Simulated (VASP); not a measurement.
# C (Fd-3m) in VASP: notebook

Runs on C. Level: PBE+D3(BJ). Tasks: single point.

Program: VASP 6.6.1. These are calculated values, not measurements. Logs are shortened: lines on timing, memory, paths and dates and some standing lists are left out, and cuts for length are marked.

### Step 1. The cell of the first run

Symmetry: Fd-3m, No. 227, cubic system. The conventional cell has a = 3.627 Å, b = 3.627 Å, c = 3.627 Å, α = 90.00°, β = 90.00°, γ = 90.00°. C (site symmetry -43m) has 4 C at 1.57 Å within 2.1 Å.

### Step 2. Single point, PBE+D3(BJ) (5.96 Å³/atom)

INCAR reads:

```
SYSTEM = C
ALGO     = Normal         ! electronic algorithm
EDIFF    = 1E-6           ! SCF threshold, eV
ENCUT    = 600            ! plane-wave cutoff, eV
GGA      = PE             ! functional
GGA_COMPAT= .FALSE.      
ISIF     = 2              ! what is computed and relaxed
ISMEAR   = 0              ! smearing method
IVDW     = 12             ! dispersion correction
LASPH    = .TRUE.         ! aspherical terms in the spheres
LCHARG   = .TRUE.         ! write CHGCAR
LELF     = .TRUE.         ! ELF
LREAL    = .FALSE.        ! projectors in reciprocal space
LVHAR    = .TRUE.       
LWAVE    = .FALSE.        ! write WAVECAR
NBANDS   = 11             ! bands
NELM     = 120            ! most SCF steps
PREC     = Accurate       ! precision mode
SIGMA    = 0.02           ! smearing width, eV
```

KPOINTS reads:

```
k-points
0
G
  12 12 12
  0 0 0
```

POSCAR reads:

```
C
1.0
    0.0000000000      1.8133245686      1.8133245686
    1.8133245686      0.0000000000      1.8133245686
    1.8133245686      1.8133245686      0.0000000000
C
2
Direct
    0.0000000000      0.0000000000      0.0000000000
    0.2500000000      0.2500000000      0.2500000000
```

Potentials or basis: VASP PAW PBE potentials, release 64 (C).

Launch:

```sh
$ cat potpaw_PBE.64/C/POTCAR > POTCAR
$ mpirun -np 1 vasp_std > vasp.out
```

OUTCAR:

```text
SYSTEM = C
   EDIFF = 1E-6
   ENCUT = 600
   GGA = PE
   ISIF = 2
   ISMEAR = 0
   IVDW = 12
   LASPH = .TRUE.
   LREAL = .FALSE.
   NELM = 120
   PREC = Accurate
 IVDW          = 12

 ion  position               nearest neighbor table
   1  0.000  0.000  0.000-   2 1.57   2 1.57   2 1.57   2 1.57
   2  0.250  0.250  0.250-   1 1.57   1 1.57   1 1.57   1 1.57

  LATTYP: Found a face centered cubic cell.
 ALAT       =     3.6266491372

  Lattice vectors:

 A1 = (   0.0000000000,   1.8133245686,   1.8133245686)
 A2 = (   1.8133245686,   0.0000000000,   1.8133245686)
 A3 = (   1.8133245686,   1.8133245686,   0.0000000000)

Analysis of symmetry for initial positions (statically):
=====================================================================
 Subroutine PRICEL returns:
 Original cell was already a primitive cell.

 Routine SETGRP: Setting up the symmetry group for a
 face centered cubic supercell.

 Subroutine GETGRP returns: Found 48 space group operations
 (whereof 24 operations were pure point group operations)
 out of a pool of 48 trial point group operations.

The static configuration has the point symmetry T_d .
 The point group associated with its full space group is O_h .

Analysis of symmetry for dynamics (positions and initial velocities):
=====================================================================
 Subroutine PRICEL returns:
 Original cell was already a primitive cell.

 Routine SETGRP: Setting up the symmetry group for a
 face centered cubic supercell.

 Subroutine GETGRP returns: Found 48 space group operations
 (whereof 24 operations were pure point group operations)
 out of a pool of 48 trial point group operations.

The dynamic configuration has the point symmetry T_d .
 The point group associated with its full space group is O_h .

 Subroutine INISYM returns: Found 48 space group operations
 (whereof 24 operations are pure point group operations),
 and found     1 'primitive' translations

----------------------------------------------------------------------------------------

                                     Primitive cell

  volume of cell :      11.9250

  direct lattice vectors                    reciprocal lattice vectors
     0.000000000  1.813324569  1.813324569    -0.275736627  0.275736627  0.275736627
     1.813324569  0.000000000  1.813324569     0.275736627 -0.275736627  0.275736627
     1.813324569  1.813324569  0.000000000     0.275736627  0.275736627 -0.275736627

  length of vectors
     2.564428198  2.564428198  2.564428198     0.477589847  0.477589847  0.477589847

  position of ions in fractional coordinates (direct lattice)
     0.000000000  0.000000000  0.000000000
     0.250000000  0.250000000  0.250000000

[... 89 lines left out ...]
   EMIN   =  10.00;   EMAX   =-10.00  energy-range for DOS
   EFERMI =   0.00;   METHOD = LEGACY
   ISMEAR =     0;   SIGMA  =   0.02  broadening in eV -4-tet -1-fermi 0-gaus
   EFERMI_NEDOS =   21; number of points for ismear=-14 and -15
   IALGO  =     38    algorithm
   IMIX   =      4    mixing-type and parameters
     AMIX     =   0.40;   BMIX     =  1.00
     AMIX_MAG =   1.60;   BMIX_MAG =  1.00
  volume/ion in A,a.u.               =       5.96        40.24
  Fermi-wavevector in a.u.,A,eV,Ry     =   1.433131  2.708225 27.944530  2.053865
  Thomas-Fermi vector in A             =   2.552683
   LORBIT       =      0    0 simple, 1 ext, 2 COOP (PROOUT), +10 PAW based schemes
   GGA     = PE    functional components
   LHFCALC =     F    Hartree Fock is set to
   AEXX    =    0.0000 exact exchange contribution
   IVDW    =    12    specifies the selected vdW correction
   LEPSILON=     F    determine dielectric tensor
   LRPA    =     F    only Hartree local field effects (RPA)
 non-spin polarized calculation
 Gauss-broadening in eV      SIGMA  =   0.02
  energy-cutoff  :      600.00
  volume of cell :       11.92
 maximum number of plane-waves:       415
   NGX = 11   NGY = 11   NGZ = 11

 number of electron       8.0000001 magnetization

 Free energy of the ion-electron system (eV)
  ---------------------------------------------------
  ext. energy  EPLUGINS =         0.00000000
  ---------------------------------------------------
  free energy    TOTEN  =       -18.16083724 eV

  energy without entropy =      -18.16083724  energy(sigma->0) =      -18.16083724

 E-fermi :   9.1571     XC(G=0): -13.0012

 val. band max:        9.0184453937   @ k =   0.0000   0.0000   0.0000
 cond. band min:      13.0601914763   @ k =   0.3333   0.3333   0.0000
 fundamental gap:      4.0417460827
 Fermi energy:         9.1571376265

 k-point     1 :       0.0000    0.0000    0.0000
  band No.  band energies     occupation
      1     -11.7978      2.00000
      2       9.0184      2.00000
      3       9.0184      2.00000
      4       9.0184      2.00000
      5      14.4718      0.00000
      6      14.4718      0.00000
      7      14.4718      0.00000
      8      21.2232      0.00000
      9      27.6881      0.00000
     10      35.0140      0.00000
     11      35.0140      0.00000
[... 309 lines left out ...]
 k-point    24 :      -0.4167    0.1667    0.0000
  band No.  band energies     occupation
      1      -5.8919      2.00000
      2      -3.0271      2.00000
      3       3.7508      2.00000
      4       5.6002      2.00000
      5      16.3331      0.00000
      6      18.9280      0.00000
      7      19.5938      0.00000
      8      23.8603      0.00000
      9      27.9080      0.00000
     10      32.6588      0.00000
     11      32.6670      0.00000

 [... further k-points ...]

------------------------ aborting loop because EDIFF is reached ----------------------------------------

 Edisp (eV)   -0.36406

 E8    (eV) :    -0.1049

  FORCE on cell =-STRESS in cart. coord.  units (eV):
  Direction    XX          YY          ZZ          XY          YZ          ZX
  --------------------------------------------------------------------------------------
  -------------------------------------------------------------------------------------
  Total      -1.72654    -1.72654    -1.72654     0.00000     0.00000     0.00000
  in kB    -231.96927  -231.96927  -231.96927     0.00000     0.00000     0.00000
  external pressure =     -231.97 kB  Pullay stress =        0.00 kB

 VOLUME and BASIS-vectors are now :
 -----------------------------------------------------------------------------
  energy-cutoff  :      600.00
  volume of cell :       11.92
      direct lattice vectors                 reciprocal lattice vectors
     0.000000000  1.813324569  1.813324569    -0.275736627  0.275736627  0.275736627
     1.813324569  0.000000000  1.813324569     0.275736627 -0.275736627  0.275736627
     1.813324569  1.813324569  0.000000000     0.275736627  0.275736627 -0.275736627

 POSITION                                       TOTAL-FORCE (eV/Angst)
 -----------------------------------------------------------------------------------
      0.00000      0.00000      0.00000        -0.000000     -0.000000     -0.000000
      0.90666      0.90666      0.90666         0.000000      0.000000      0.000000
 -----------------------------------------------------------------------------------
    total drift:                                0.000000      0.000000      0.000000

  FREE ENERGIE OF THE ION-ELECTRON SYSTEM (eV)
  ---------------------------------------------------
  free  energy   TOTEN  =       -18.5248975292 eV

  energy  without entropy=      -18.5248975292  energy(sigma->0) =      -18.52489753
```

OSZICAR:

```text
N       E                     dE             d eps       ncg     rms          rms(c)
DAV:   1     0.240687469130E+01    0.24069E+01   -0.52988E+03  1616   0.805E+02
DAV:   2    -0.182564470151E+02   -0.20663E+02   -0.20020E+02  2059   0.131E+02
DAV:   3    -0.187050789708E+02   -0.44863E+00   -0.44761E+00  1851   0.152E+01
DAV:   4    -0.187058829183E+02   -0.80395E-03   -0.80393E-03  1720   0.808E-01
DAV:   5    -0.187058839605E+02   -0.10422E-05   -0.10422E-05  1824   0.280E-02    0.518E+00
DAV:   6    -0.182969050321E+02    0.40898E+00   -0.21339E-01  1632   0.322E+00    0.309E+00
DAV:   7    -0.181590851795E+02    0.13782E+00   -0.26620E-01  1680   0.364E+00    0.672E-01
DAV:   8    -0.181607719468E+02   -0.16868E-02   -0.78375E-03  1659   0.653E-01    0.419E-02
DAV:   9    -0.181608164170E+02   -0.44470E-04   -0.62148E-05  1870   0.636E-02    0.233E-02
DAV:  10    -0.181608372174E+02   -0.20800E-04   -0.16342E-05  1662   0.349E-02    0.504E-03
DAV:  11    -0.181608372442E+02   -0.26803E-07   -0.25280E-07  1400   0.455E-03
   1 F= -.18524898E+02 E0= -.18524898E+02  d E =-.255347E-25
```

stdout:

```text
POSCAR found type information on POSCAR C
 POSCAR found :  1 types and       2 ions
 scaLAPACK will be used
 LDA part: xc-table for (Slater+PW92), standard interpolation
 POSCAR, INCAR and KPOINTS ok, starting setup
 FFT: planning ... GRIDC
 FFT: planning ... GRID_SOFT
 FFT: planning ... GRID
 WAVECAR not read
 entering main loop
```

Run time: 15 s. Hardware: 1 thread of Intel Xeon 8259CL, shared host; peak memory 0.14 GiB.

What came out:

```
Free energy                : -18.5249 eV
Pressure                   : -23.2 GPa
Band gap on the k mesh     : 4.04 eV (least direct gap 5.45 eV)
Dispersion energy per atom : -0.182 eV
```

Levels at points of the mesh, in eV from the valence-band top:
| k point | band 1 | band 2 | band 3 | band 4 | band 5 | band 6 | band 7 | band 8 |
| --- | --- | --- | --- | --- | --- | --- | --- | --- |
| (0.00, 0.00, 0.00) | -20.82 | 0.00 | 0.00 | 0.00 | 5.45 | 5.45 | 5.45 | 12.20 |
| (0.50, 0.00, 0.00) | -15.32 | -12.83 | -2.67 | -2.67 | 8.18 | 8.25 | 8.25 | 15.23 |
| (0.50, 0.50, 0.00) | -12.42 | -12.42 | -6.00 | -6.00 | 4.65 | 4.65 | 16.06 | 16.06 |

Caveat: the cell stands under tension.

### Step 3. Single point, PBE+D3(BJ) (6.13 Å³/atom)

This run uses another cell than the first one, of 6.13 Å³/atom.

INCAR reads:

```
PREC = Accurate
ENCUT = 600
EDIFF = 1E-6
ISMEAR = 0
SIGMA = 0.02
LREAL = F
LASPH = T
NELM = 120
ALGO = Normal
ISIF = 2
LWAVE = F
LCHARG = F
GGA = PE
IVDW = 12
NBANDS = 11
GGA_COMPAT = F
```

KPOINTS reads:

```
regular mesh
0
Gamma
  12 12 12
```

POSCAR reads:

```
C
1.0
    0.0000000000      1.8302725095      1.8302725095
    1.8302725095      0.0000000000      1.8302725095
    1.8302725095      1.8302725095      0.0000000000
C
2
Direct
    0.0000000000      0.0000000000      0.0000000000
    0.2500000000      0.2500000000      0.2500000000
```

Potentials or basis: VASP PAW PBE potentials, release 64 (C).

Launch:

```sh
$ cat potpaw_PBE.64/C/POTCAR > POTCAR
$ mpirun -np 1 vasp_std > vasp.out
```

Wall time 16 s (1 thread of Intel Xeon 8259CL, shared host); peak memory 0.14 GiB.

The run converged. Its results:

```
Free energy                : -18.4671 eV
Pressure                   : -32.6 GPa
Band gap on the k mesh     : 3.98 eV (least direct gap 5.38 eV)
Dispersion energy per atom : -0.177 eV
```

Levels at points of the mesh, in eV from the valence-band top:
| k point | band 1 | band 2 | band 3 | band 4 | band 5 | band 6 | band 7 | band 8 |
| --- | --- | --- | --- | --- | --- | --- | --- | --- |
| (0.00, 0.00, 0.00) | -20.46 | 0.00 | 0.00 | 0.00 | 5.38 | 5.38 | 5.38 | 11.59 |
| (0.50, 0.00, 0.00) | -15.12 | -12.54 | -2.60 | -2.60 | 7.82 | 8.13 | 8.13 | 14.96 |
| (0.50, 0.50, 0.00) | -12.23 | -12.23 | -5.84 | -5.84 | 4.59 | 4.59 | 15.65 | 15.65 |

Caveat: the cell stands under tension. A k mesh can miss the band edges.
